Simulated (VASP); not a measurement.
# PtSeS3 (R32) in VASP: notebook

PtSeS3 is run at these levels: PBE; tasks: single point, relaxation of cell and atoms.

Program: VASP 6.6.1. These are calculated values, not measurements. Logs are shortened: lines on timing, memory, paths and dates and some standing lists are left out, and cuts for length are marked.

## Step 1: The cell of the first run

Symmetry: R32, No. 155, trigonal system. Conventional cell: a = 6.010 Å, b = 6.010 Å, c = 9.887 Å, α = 90.00°, β = 90.00°, γ = 120.00°. Within 3.3 Å of Pt (site symmetry 32) lie 6 S at 2.46 Å. Within 3.2 Å of Se (site symmetry 32) lie 3 S at 2.42 Å. S (site symmetry 2) has 1 Se at 2.42 Å and 2 Pt at 2.46 Å and 4 S at 3.17 Å within 3.2 Å.

## Step 2: Single point, PBE

The input, INCAR:

```
PREC = Accurate ; ENCUT = 520
EDIFF = 1E-6 ; ISMEAR = 0
SIGMA = 0.1 ; LREAL = False
LASPH = True ; NELM = 60
ALGO = Normal ; ISIF = 2
LWAVE = False ; LCHARG = False
GGA = PE ; NBANDS = 25
```

The input, KPOINTS:

```
regular mesh
0
Gamma
  3 3 3
```

The input, POSCAR:

```
PtSeS3
1.0
    3.0048687051      1.7348617576      3.2955314338
   -3.0048687051      1.7348617576      3.2955314338
    0.0000000000     -3.4697235096      3.2955314368
Pt Se S
1 1 3
Direct
    0.0000000000      0.0000000000      0.0000000000
    0.5000000000      0.5000000000      0.5000000000
    0.5000000000      0.0979334473      0.9020665527
    0.0979334473      0.9020665527      0.5000000000
    0.9020665527      0.5000000000      0.0979334473
```

Potentials or basis: VASP PAW PBE potentials, release 64 (Pt, Se, S).

The run is started by

```
$ cat potpaw_PBE.64/Pt/POTCAR potpaw_PBE.64/Se/POTCAR potpaw_PBE.64/S/POTCAR > POTCAR
$ mpirun -np 1 vasp_std > vasp.out
```

OUTCAR:

```text
PREC = Accurate
   ENCUT = 520
   EDIFF = 1E-6
   ISMEAR = 0
   LREAL = False
   LASPH = True
   NELM = 60
   ISIF = 2
   GGA = PE

 ion  position               nearest neighbor table
   1  0.000  0.000  0.000-   3 2.46   5 2.46   4 2.46   4 2.46   5 2.46   3 2.46
   2  0.500  0.500  0.500-   3 2.42   5 2.42   4 2.42
   3  0.500  0.098  0.902-   2 2.42   1 2.46   1 2.46
   4  0.098  0.902  0.500-   2 2.42   1 2.46   1 2.46
   5  0.902  0.500  0.098-   2 2.42   1 2.46   1 2.46

  LATTYP: Found a trigonal (rhomboedric) cell.
 ALAT       =     4.7853431104
 COS(alpha) =     0.2114035232

  Lattice vectors:

 A1 = (   3.0048687051,   1.7348617576,   3.2955314338)
 A2 = (  -3.0048687051,   1.7348617576,   3.2955314338)
 A3 = (   0.0000000000,  -3.4697235096,   3.2955314368)

Analysis of symmetry for initial positions (statically):
=====================================================================
 Subroutine PRICEL returns:
 Original cell was already a primitive cell.

 Routine SETGRP: Setting up the symmetry group for a
 trigonal (rhombohedral) supercell.

 Subroutine GETGRP returns: Found  6 space group operations
 (whereof  6 operations were pure point group operations)
 out of a pool of 12 trial point group operations.

The static configuration has the point symmetry D_3 .

Analysis of symmetry for dynamics (positions and initial velocities):
=====================================================================
 Subroutine PRICEL returns:
 Original cell was already a primitive cell.

 Routine SETGRP: Setting up the symmetry group for a
 trigonal (rhombohedral) supercell.

 Subroutine GETGRP returns: Found  6 space group operations
 (whereof  6 operations were pure point group operations)
 out of a pool of 12 trial point group operations.

The dynamic configuration has the point symmetry D_3 .

 Subroutine INISYM returns: Found  6 space group operations
 (whereof  6 operations are pure point group operations),
 and found     1 'primitive' translations

----------------------------------------------------------------------------------------

                                     Primitive cell

  volume of cell :     103.0783

  direct lattice vectors                    reciprocal lattice vectors
     3.004868705  1.734861758  3.295531434     0.166396621  0.096069134  0.101147065
    -3.004868705  1.734861758  3.295531434    -0.166396621  0.096069134  0.101147065
     0.000000000 -3.469723510  3.295531437     0.000000000 -0.192138268  0.101147065

  length of vectors
     4.785343110  4.785343110  4.785343110     0.217135540  0.217135540  0.217135540

  position of ions in fractional coordinates (direct lattice)
     0.000000000  0.000000000  0.000000000
     0.500000000  0.500000000  0.500000000
     0.500000000  0.097933447  0.902066553
     0.097933447  0.902066553  0.500000000
     0.902066553  0.500000000  0.097933447

  ion indices of the primitive-cell ions
   primitive index   ion index
                 1           1
                 2           2
                 3           3
                 4           4
                 5           5

----------------------------------------------------------------------------------------

 KPOINTS: regular mesh

Automatic generation of k-mesh.
 Grid dimensions read from file:
 generate k-points for:    3    3    3

 Generating k-lattice:

  Cartesian coordinates                     Fractional coordinates (reciprocal lattice)
     0.055465540  0.032023045  0.033715688     0.333333333 -0.000000000 -0.000000000
    -0.055465540  0.032023045  0.033715688    -0.000000000  0.333333333 -0.000000000
     0.000000000 -0.064046089  0.033715688     0.000000000  0.000000000  0.333333333

  Length of vectors
     0.072378513  0.072378513  0.072378513

  Shift w.r.t. Gamma in fractional coordinates (k-lattice)
     0.000000000  0.000000000  0.000000000

 Subroutine IBZKPT returns following result:
 ===========================================

 Found      6 irreducible k-points:

 Following reciprocal coordinates:
            Coordinates               Weight
  0.000000  0.000000  0.000000      1.000000
  0.333333  0.000000 -0.000000      6.000000
  0.333333  0.333333  0.000000      6.000000
 -0.333333  0.333333  0.000000      6.000000
  0.333333  0.333333  0.333333      2.000000
 -0.333333  0.333333  0.333333      6.000000
   k-points           NKPTS =      6   k-points in BZ     NKDIM =      6   number of bands    NBANDS=     25
   number of dos      NEDOS =    301   number of ions     NIONS =      5
   total plane-waves  NPLWV =  46656
   dimension x,y,z NGX =    36 NGY =   36 NGZ =   36
   dimension x,y,z NGXF=    72 NGYF=   72 NGZF=   72
   ions per type =               1   1   3
   NGX,Y,Z   is equivalent  to a cutoff of  12.51, 12.51, 12.51 a.u.
   NGXF,Y,Z  is equivalent  to a cutoff of  25.01, 25.01, 25.01 a.u.
 SYSTEM =  unknown system
   PREC   = accura    normal or accurate (medium, high low for compatibility)
   ISTART =      0    job   : 0-new  1-cont  2-samecut
   ICHARG =      2    charge: 1-file 2-atom 10-const
   ISPIN  =      1    spin polarized calculation?
   LNONCOLLINEAR =      F non collinear calculations
   LSORBIT =      F    spin-orbit coupling
   LASPH  =      T    aspherical Exc in radial PAW
   ENCUT  =  520.0 eV  38.22 Ry    6.18 a.u.   8.90  8.90  8.90*2*pi/ulx,y,z
   NELM   =     60;   NELMIN=  2; NELMDL= -5     # of ELM steps
   EDIFF  = 0.1E-05   stopping-criterion for ELM
   LREAL  =      F    real-space projection
   EDIFFG = 0.1E-04   stopping-criterion for IOM
   NSW    =      0    number of steps for IOM
   IBRION =     -1    ionic relax: 0-MD 1-quasi-New 2-CG
   NFREE  =      0    steps in history (QN), initial steepest desc. (CG)
   ISIF   =      2    stress and relaxation
   ISYM   =      2    0-nonsym 1-usesym 2-fastsym
   POTIM  = 0.5000    time-step for ionic-motion
   TEBEG  =    0.0;   TEEND  =   0.0 temperature during run
   PSTRESS=    0.0 pullay stress
   NELECT =      34.0000    total number of electrons
   NUPDOWN=      -1.0000    fix difference up-down
   EMIN   =  10.00;   EMAX   =-10.00  energy-range for DOS
   EFERMI =   0.00;   METHOD = LEGACY
   ISMEAR =     0;   SIGMA  =   0.10  broadening in eV -4-tet -1-fermi 0-gaus
   EFERMI_NEDOS =   21; number of points for ismear=-14 and -15
   IALGO  =     38    algorithm
   IMIX   =      4    mixing-type and parameters
     AMIX     =   0.40;   BMIX     =  1.00
     AMIX_MAG =   1.60;   BMIX_MAG =  1.00
  volume/ion in A,a.u.               =      20.62       139.12
  Fermi-wavevector in a.u.,A,eV,Ry     =   1.131129  2.137524 17.408010  1.279453
  Thomas-Fermi vector in A             =   2.267827
   LORBIT       =      0    0 simple, 1 ext, 2 COOP (PROOUT), +10 PAW based schemes
   GGA     = PE    functional components
   LHFCALC =     F    Hartree Fock is set to
   AEXX    =    0.0000 exact exchange contribution
   IVDW    =     0    specifies the selected vdW correction
   LEPSILON=     F    determine dielectric tensor
   LRPA    =     F    only Hartree local field effects (RPA)
 non-spin polarized calculation
 Gauss-broadening in eV      SIGMA  =   0.10
  energy-cutoff  :      520.00
  volume of cell :      103.08
 maximum number of plane-waves:      2808
   NGX = 17   NGY = 17   NGZ = 17

 number of electron      33.9999993 magnetization

 Free energy of the ion-electron system (eV)
  ---------------------------------------------------
  ext. energy  EPLUGINS =         0.00000000
  ---------------------------------------------------
  free energy    TOTEN  =       -20.18416089 eV

  energy without entropy =      -20.15336810  energy(sigma->0) =      -20.16876449

 E-fermi :   4.9727     XC(G=0): -10.0407

 val. band max:        4.9248269975   @ k =   0.3333   0.3333   0.0000
 cond. band min:       5.0036212245   @ k =  -0.3333   0.3333   0.0000
 fundamental gap:      0.0787942270
 Fermi energy:         4.9726594846

 k-point     1 :       0.0000    0.0000    0.0000
  band No.  band energies     occupation
      1     -10.4520      2.00000
      2      -7.5450      2.00000
      3      -7.5450      2.00000
      4      -6.6859      2.00000
      5      -1.2162      2.00000
      6      -1.2162      2.00000
[... 17 lines left out ...]
     24      10.7357      0.00000
     25      10.9563      0.00000

 k-point     2 :       0.3333    0.0000   -0.0000
  band No.  band energies     occupation
      1     -10.0041      2.00000
      2      -8.4399      2.00000
      3      -7.5862      2.00000
      4      -6.2002      2.00000
      5      -0.9405      2.00000
      6      -0.5901      2.00000
[... 17 lines left out ...]
     24      11.8622      0.00000
     25      12.7489      0.00000

 k-point     3 :       0.3333    0.3333    0.0000
  band No.  band energies     occupation
      1      -9.8573      2.00000
      2      -8.1288      2.00000
      3      -7.8337      2.00000
      4      -6.2838      2.00000
      5      -1.2323      2.00000
      6      -0.9297      2.00000
[... 17 lines left out ...]
     24      11.9955      0.00000
     25      13.1907      0.00000

 k-point     4 :      -0.3333    0.3333    0.0000
  band No.  band energies     occupation
      1      -9.6016      2.00000
      2      -8.5384      2.00000
      3      -8.0131      2.00000
      4      -5.9673      2.00000
      5      -1.3488      2.00000
      6      -0.5350      2.00000
[... 17 lines left out ...]
     24      12.9380      0.00000
     25      13.7877      0.00000

 k-point     5 :       0.3333    0.3333    0.3333
  band No.  band energies     occupation
      1      -9.9314      2.00000
      2      -7.7338      2.00000
      3      -7.4254      2.00000
      4      -6.5864      2.00000
      5      -1.6518      2.00000
      6      -1.4618      2.00000
[... 17 lines left out ...]
     24      13.0187      0.00000
     25      13.6436      0.00000

 k-point     6 :      -0.3333    0.3333    0.3333
  band No.  band energies     occupation
      1      -9.5985      2.00000
      2      -8.2880      2.00000
      3      -7.8035      2.00000
      4      -6.1672      2.00000
      5      -1.9652      2.00000
      6      -0.7990      2.00000
[... 17 lines left out ...]
     24      12.2802      0.00000
     25      13.1404      0.00000

------------------------ aborting loop because EDIFF is reached ----------------------------------------

  FORCE on cell =-STRESS in cart. coord.  units (eV):
  Direction    XX          YY          ZZ          XY          YZ          ZX
  --------------------------------------------------------------------------------------
  -------------------------------------------------------------------------------------
  Total       -0.0510454     -0.0510454      0.0604079      0.0000000      0.0000000      0.0000000
  in kB       -0.7934152     -0.7934152      0.9389381      0.0000000      0.0000000      0.0000000
  external PRESSURE =      -0.2159641 kB  Pullay stress =       0.0000000 kB

 VOLUME and BASIS-vectors are now :
 -----------------------------------------------------------------------------
  energy-cutoff  :      520.00
  volume of cell :      103.08
      direct lattice vectors                 reciprocal lattice vectors
     3.004868705  1.734861758  3.295531434     0.166396621  0.096069134  0.101147065
    -3.004868705  1.734861758  3.295531434    -0.166396621  0.096069134  0.101147065
     0.000000000 -3.469723510  3.295531437     0.000000000 -0.192138268  0.101147065

 POSITION                                       TOTAL-FORCE (eV/Angst)
 -----------------------------------------------------------------------------------
      0.00000      0.00000      0.00000        -0.000000     -0.000000      0.000000
      0.00000      0.00000      4.94330        -0.000000     -0.000000      0.000000
      1.20816     -2.09259      4.94330        -0.000689      0.001194     -0.000000
     -2.41631      0.00000      4.94330         0.001379      0.000000     -0.000000
      1.20816      2.09259      4.94330        -0.000689     -0.001194      0.000000
 -----------------------------------------------------------------------------------
    total drift:                                0.000000     -0.000000      0.000000

  FREE ENERGIE OF THE ION-ELECTRON SYSTEM (eV)
  ---------------------------------------------------
  free  energy   TOTEN  =       -20.1841608858 eV

  energy  without entropy=      -20.1533681037  energy(sigma->0) =      -20.16876449
```

Wall time 11 s (1 thread of Intel Xeon 6975P-C (Granite Rapids), shared host); peak memory 0.21 GiB.

What came out:

```
Free energy            : -20.1842 eV
Pressure               : 0.0 GPa
Band gap on the k mesh : zero (band 17 reaches 5.17 eV, above the bottom of band 18 at 4.69 eV)
```

Levels at points of the mesh, in eV from the Fermi level:
```
           k point  band 13  band 14  band 15  band 16  band 17  band 18  band 19  band 20  band 21  band 22
(0.00, 0.00, 0.00)    -1.64    -1.41    -1.41    -1.12    -0.73    -0.28    -0.28     2.56     2.62     2.62
```

Caveat: the k points lie up to 0.45 Å⁻¹ apart; spin-orbit coupling is left out, which moves the levels of the heavy elements.

## Step 3: Relaxation of cell and atoms, PBE

This run uses another cell than the first one, of 24.87 Å³/atom, 1.206 times its volume.

The input, INCAR:

```
SYSTEM = PtSeS3
  PREC = Accurate
  ENCUT = 600
  EDIFF = 1E-7
  ISMEAR = 0
  SIGMA = 0.1
  LREAL = .False.
  LASPH = .True.
  NELM = 60
  ALGO = Normal
  ISIF = 3
  LWAVE = .False.
  LCHARG = .False.
  GGA = PE
  IBRION = 2
  NSW = 90
  EDIFFG = -0.04
```

The input, KPOINTS:

```
Automatic mesh
0
Gamma
  3 3 3
  0 0 0
```

The input, POSCAR:

```
PtSeS3
1.0
    3.5198139600      2.0321655400      2.8976497200
   -3.5198139600      2.0321655400      2.8976497200
    0.0000000000     -4.0643310700      2.8976497200
Pt Se S
1 1 3
Direct
    0.0000000000      0.0000000000      0.0000000000
    0.5000000000      0.5000000000      0.5000000000
    0.5000000000      0.0186002900      0.9813997100
    0.0186002900      0.9813997100      0.5000000000
    0.9813997100      0.5000000000      0.0186002900
```

Potentials or basis: VASP PAW PBE potentials, release 64 (Pt, Se, S).

The run is started by

```
$ cat potpaw_PBE.64/Pt/POTCAR potpaw_PBE.64/Se/POTCAR potpaw_PBE.64/S/POTCAR > POTCAR
$ mpirun -np 1 vasp_std > vasp.out
```

It took 4.2 min on 1 thread of Intel Xeon 6975P-C (Granite Rapids), shared host; peak memory 0.27 GiB.

Results (log left out):

```
Free energy                            : -20.1842 eV
Relaxed volume                         : 20.66 Å³/atom
Relaxed cell                           : a = 4.791 Å, b = 4.791 Å, c = 4.791 Å, α = 77.62°, β = 77.62°, γ = 77.62°
Space group after relaxing (to 0.05 Å) : R32 (No. 155)
Energy gained by relaxing              : 476.9 meV/atom
Ionic steps                            : 25
Pressure after relaxing                : -0.1 GPa
Largest force after relaxing           : 0.024 eV/Å
Band gap on the k mesh                 : zero (band 17 reaches 5.14 eV, above the bottom of band 18 at 4.67 eV)
```

Forces on the atoms (eV/Å):
```
Pt   0.000  0.000  0.000
Se   0.000  0.000  0.000
S    0.012 -0.021  0.000
S   -0.024  0.000  0.000
S    0.012  0.021  0.000
```

Stress tensor (GPa, compression positive):
```
-0.07  0.00  0.00
 0.00 -0.07  0.00
 0.00  0.00 -0.19
```

Step by step:
```
step  energy change (eV)  largest force (eV/Å)  pressure (GPa)  volume (Å³)
   1              0.0000                0.2600          -10.12       124.36
   2             -0.7664                0.3766            4.94        98.18
   3             -0.8363                0.3492            0.17       102.95
   4             -0.8360                0.3472           -0.18       103.35
   5             -0.8548                0.3842           -0.15       103.29
   6             -0.9220                0.4793           -0.07       103.10
   7             -1.0996                0.6561            0.09       102.68
   8             -1.6857                0.9099            0.60       101.72
   9             -1.9280                1.1253            5.10        99.34
  10             -2.1565                0.1294            1.58       100.57
  11             -2.1837                0.1735            2.12       100.28
  12             -2.1983                0.2661            1.93       100.62
  13             -2.2087                0.5000            1.61       101.42
  14             -2.2095                0.4544            1.65       101.27
  15             -2.2248                0.4219            1.27       101.67
  16             -2.2617                0.3286            0.18       102.88
  17             -2.2978                0.1573           -1.78       105.32
  18             -2.2997                0.1136           -2.27       105.99
  19             -2.3257                0.1005           -1.83       105.38
  20             -2.3742                0.0785           -0.34       103.51
  21             -2.3338                0.0873            3.26        99.60
  22             -2.3812                0.0858            0.71       102.35
  23             -2.3812                0.0856            0.64       102.42
  24             -2.3837                0.0558            0.27       102.85
  25             -2.3846                0.0240           -0.11       103.29
```

Final structure:
```
CELL_PARAMETERS angstrom
3.00290 1.73372 3.30666
-3.00290 1.73372 3.30666
0.00000 -3.46745 3.30666
ATOMIC_POSITIONS crystal
Pt 0.00000 0.00000 0.00000
Se 0.50000 0.50000 0.50000
S 0.50000 0.09830 0.90170
S 0.09830 0.90170 0.50000
S 0.90170 0.50000 0.09830
```

Levels at points of the mesh, in eV from the Fermi level:
| k point | band 15 | band 16 | band 17 | band 18 | band 19 | band 20 |
| --- | --- | --- | --- | --- | --- | --- |
| (0.00, 0.00, 0.00) | -1.41 | -1.11 | -0.72 | -0.27 | -0.27 | 2.54 |

Caveat: the k points lie up to 0.45 Å⁻¹ apart in the final cell; the volume moved by over 15 % at a fixed basis, so the end points are rough; spin-orbit coupling is left out, which moves the levels of the heavy elements.
